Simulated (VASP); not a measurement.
# BiS (R-3m) in VASP: relaxation of cell and atoms with PBE

Aim: the relaxation of cell and atoms of BiS with PBE.

All numbers are computed with VASP 6.6.1; they aren't measurements. Logs are shortened: lines on timing, memory, paths and dates and some standing lists are left out, and cuts for length are marked.

### Step 1. The cell of the first run

It takes space group R-3m (No. 166, trigonal). The conventional cell has a = 3.805 Å, b = 3.805 Å, c = 12.027 Å, α = 90.00°, β = 90.00°, γ = 120.00°. Within 3.9 Å of Bi (site symmetry -3m) lie 6 S at 2.97 Å and 6 Bi at 3.81 Å. S (site symmetry -3m) has 6 Bi at 2.97 Å and 6 S at 3.81 Å within 3.9 Å.

### Step 2. Relaxation of cell and atoms, PBE

INCAR reads:

```
PREC     = Accurate       # precision mode
ENCUT    = 500            # plane-wave cutoff, eV
EDIFF    = 1E-7           # SCF threshold, eV
ISMEAR   = 0              # smearing method
SIGMA    = 0.1            # smearing width, eV
LREAL    = F              # projectors in reciprocal space
LASPH    = T              # aspherical terms in the spheres
NELM     = 120            # most SCF steps
ALGO     = Normal         # electronic algorithm
ISIF     = 3              # what is computed and relaxed
LWAVE    = F              # write WAVECAR
LCHARG   = F              # write CHGCAR
GGA      = PE             # functional
IBRION   = 2              # ionic algorithm
NSW      = 100            # ionic steps
EDIFFG   = -0.01          # ionic threshold
GGA_COMPAT= F            
NELMIN   = 4
```

KPOINTS reads:

```
Automatic mesh
0
Gamma
  18 18 18
```

POSCAR reads:

```
BiS
1.0
    1.9027274842      1.0985402233      4.0089903404
   -1.9027274842      1.0985402233      4.0089903404
    0.0000000000     -2.1970804523      4.0089903388
Bi S
1 1
Direct
    0.0000000000      0.0000000000      0.0000000000
    0.5000000000      0.5000000000      0.5000000000
```

Potentials or basis: VASP PAW PBE potentials, release 64 (Bi_d, S).

Launch:

```sh
$ cat potpaw_PBE.64/Bi_d/POTCAR potpaw_PBE.64/S/POTCAR > POTCAR
$ mpirun -np 1 vasp_std > vasp.out
```

OUTCAR:

```text
PREC = Accurate
   ENCUT = 500
   EDIFF = 1E-7
   ISMEAR = 0
   LREAL = F
   LASPH = T
   NELM = 120
   ISIF = 3
   GGA = PE
   IBRION = 2
   NSW = 100
   EDIFFG = -0.01
   NELMIN = 4

 ion  position               nearest neighbor table
   1  0.000  0.000  0.000-   2 2.97   2 2.97   2 2.97   2 2.97   2 2.97   2 2.97
   2  0.500  0.500  0.500-   1 2.97   1 2.97   1 2.97   1 2.97   1 2.97   1 2.97

  LATTYP: Found a trigonal (rhomboedric) cell.
 ALAT       =     4.5715605706
 COS(alpha) =     0.6535391058

  Lattice vectors:

 A1 = (   1.9027274842,   1.0985402233,   4.0089903404)
 A2 = (  -1.9027274842,   1.0985402233,   4.0089903404)
 A3 = (   0.0000000000,  -2.1970804523,   4.0089903388)

Analysis of symmetry for initial positions (statically):
=====================================================================
 Subroutine PRICEL returns:
 Original cell was already a primitive cell.

 Routine SETGRP: Setting up the symmetry group for a
 trigonal (rhombohedral) supercell.

 Subroutine GETGRP returns: Found 12 space group operations
 (whereof 12 operations were pure point group operations)
 out of a pool of 12 trial point group operations.

The static configuration has the point symmetry D_3d.

Analysis of symmetry for dynamics (positions and initial velocities):
=====================================================================
 Subroutine PRICEL returns:
 Original cell was already a primitive cell.

 Routine SETGRP: Setting up the symmetry group for a
 trigonal (rhombohedral) supercell.

 Subroutine GETGRP returns: Found 12 space group operations
 (whereof 12 operations were pure point group operations)
 out of a pool of 12 trial point group operations.

The dynamic configuration has the point symmetry D_3d.

 Subroutine INISYM returns: Found 12 space group operations
 (whereof 12 operations are pure point group operations),
 and found     1 'primitive' translations

----------------------------------------------------------------------------------------

                                     Primitive cell

  volume of cell :      50.2781

  direct lattice vectors                    reciprocal lattice vectors
     1.902727484  1.098540223  4.008990340     0.262780668  0.151716490  0.083146455
    -1.902727484  1.098540223  4.008990340    -0.262780668  0.151716490  0.083146455
     0.000000000 -2.197080452  4.008990339     0.000000000 -0.303432979  0.083146454
[... 100 lines left out ...]
   EFERMI_NEDOS =   21; number of points for ismear=-14 and -15
   IALGO  =     38    algorithm
   IMIX   =      4    mixing-type and parameters
     AMIX     =   0.40;   BMIX     =  1.00
     AMIX_MAG =   1.60;   BMIX_MAG =  1.00
  volume/ion in A,a.u.               =      25.14       169.65
  Fermi-wavevector in a.u.,A,eV,Ry     =   1.223738  2.312529 20.375185  1.497534
  Thomas-Fermi vector in A             =   2.358838
   LORBIT       =      0    0 simple, 1 ext, 2 COOP (PROOUT), +10 PAW based schemes
   GGA     = PE    functional components
   LHFCALC =     F    Hartree Fock is set to
   AEXX    =    0.0000 exact exchange contribution
   IVDW    =     0    specifies the selected vdW correction
   LEPSILON=     F    determine dielectric tensor
   LRPA    =     F    only Hartree local field effects (RPA)
 conjugate gradient relaxation of ions
 non-spin polarized calculation
 Gauss-broadening in eV      SIGMA  =   0.10
  energy-cutoff  :      500.00
  volume of cell :       50.28
 maximum number of plane-waves:      1293
 NGX is ok and might be reduce to    36
   NGX = 17   NGY = 17   NGZ = 17

--------------------------------------- Ionic step        1  -------------------------------------------

 number of electron      21.0000000 magnetization

 Free energy of the ion-electron system (eV)
  ---------------------------------------------------
  ext. energy  EPLUGINS =         0.00000000
  ---------------------------------------------------
  free energy    TOTEN  =        -8.25275834 eV

  energy without entropy =       -8.24874750  energy(sigma->0) =       -8.25075292

------------------------ aborting loop because EDIFF is reached ----------------------------------------

  FORCE on cell =-STRESS in cart. coord.  units (eV):
  Direction    XX          YY          ZZ          XY          YZ          ZX
  --------------------------------------------------------------------------------------
  -------------------------------------------------------------------------------------
  Total       -0.0222340     -0.0222340     -0.0110161      0.0000000     -0.0000000      0.0000000
  in kB       -0.7085165     -0.7085165     -0.3510421      0.0000000     -0.0000000      0.0000000
  external PRESSURE =      -0.5893583 kB  Pullay stress =       0.0000000 kB
[... 59 lines left out ...]
--------------------------------------- Ionic step        3  -------------------------------------------

 number of electron      21.0000000 magnetization

 Free energy of the ion-electron system (eV)
  ---------------------------------------------------
  ext. energy  EPLUGINS =         0.00000000
  ---------------------------------------------------
  free energy    TOTEN  =        -8.25276740 eV

  energy without entropy =       -8.24875940  energy(sigma->0) =       -8.25076340

 E-fermi :   7.4093     XC(G=0): -10.1240

 val. band max:        7.4022963007   @ k =  -0.0556   0.3889   0.0556
 cond. band min:       7.4096558346   @ k =   0.5000   0.2222   0.0556
 fundamental gap:      0.0073595339
 Fermi energy:         7.4092978590

 k-point     1 :       0.0000    0.0000    0.0000
  band No.  band energies     occupation
      1     -16.2634      2.00000
      2     -16.2186      2.00000
      3     -16.2186      2.00000
      4     -16.2115      2.00000
      5     -16.2115      2.00000
      6      -7.7267      2.00000
      7      -1.7225      2.00000
      8       2.6297      2.00000
      9       5.0722      2.00000
     10       5.0722      2.00000
     11      10.6429      0.00000
     12      10.6429      0.00000
     13      10.8549      0.00000
     14      11.8402      0.00000
[... 377 lines left out ...]
      1     -16.2497      2.00000
      2     -16.2261      2.00000
      3     -16.2173      2.00000
      4     -16.2169      2.00000
      5     -16.1874      2.00000
      6      -7.0358      2.00000
      7      -2.4692      2.00000
      8       3.2690      2.00000
      9       4.5297      2.00000
     10       4.9201      2.00000
     11       7.0311      2.00000
     12       8.3298      0.00000
     13       9.6645      0.00000
     14      12.5278      0.00000

 [... further k-points ...]
[... 5 lines left out ...]
  --------------------------------------------------------------------------------------
  -------------------------------------------------------------------------------------
  Total       -0.0028969     -0.0028969      0.0121804      0.0000000     -0.0000000      0.0000000
  in kB       -0.0924008     -0.0924008      0.3885126      0.0000000     -0.0000000      0.0000000
  external PRESSURE =       0.0679036 kB  Pullay stress =       0.0000000 kB
[... 17 lines left out ...]
  FREE ENERGIE OF THE ION-ELECTRON SYSTEM (eV)
  ---------------------------------------------------
  free  energy   TOTEN  =        -8.2527674049 eV

  energy  without entropy=       -8.2487594002  energy(sigma->0) =       -8.25076340

 reached required accuracy - stopping structural energy minimisation
```

CONTCAR:

```text
BiS
   1.00000000000000
     1.9020069428660282    1.0981242185672051    4.0082381521592643
    -1.9020069428660282    1.0981242185672051    4.0082381521592643
     0.0000000000000000   -2.1962484428333933    4.0082381505598779
  Bi              S
     1     1
Direct
     0.0000000000000000    0.0000000000000000    0.0000000000000000
     0.5000000000000000    0.5000000000000000    0.5000000000000000

  0.00000000E+00  0.00000000E+00  0.00000000E+00
  0.00000000E+00  0.00000000E+00  0.00000000E+00
```

Run time: 12 min. Hardware: 1 thread of Intel Xeon Platinum 8259CL at 2.50GHz (Skylake/Cascade Lake), shared host; peak memory 0.53 GiB.

What came out:

```
Free energy                            : -8.2528 eV
Relaxed volume                         : 25.12 Å³/atom
Relaxed cell                           : a = 4.571 Å, b = 4.571 Å, c = 4.571 Å, α = 49.18°, β = 49.18°, γ = 49.18°
Space group after relaxing (to 0.05 Å) : R-3m (No. 166)
Energy gained by relaxing              : 0.0 meV/atom
Ionic steps                            : 3
Pressure after relaxing                : 0.0 GPa
```

Final structure:
```xyz
2
Lattice="1.9020 1.0981 4.0082 -1.9020 1.0981 4.0082 0.0000 -2.1962 4.0082" Properties=species:S:1:pos:R:3 pbc="T T T"
Bi    0.0000    0.0000    0.0000
S     0.0000    0.0000    6.0124
```

Levels at points of the mesh, in eV from the Fermi level:
```
           k point  band 8  band 9  band 10  band 11  band 12  band 13
(0.00, 0.00, 0.00)   -4.78   -2.34    -2.34     3.23     3.23     3.45
(0.50, 0.00, 0.00)   -3.46   -2.62    -2.45    -2.07    -0.33     0.19
(0.50, 0.50, 0.00)   -6.55   -5.35    -3.70     2.36     2.91     3.29
(0.50, 0.50, 0.50)   -1.99   -1.99    -0.95     0.01     1.45     1.45
```

Caveat: spin-orbit coupling is left out, which moves the levels of the heavy elements.
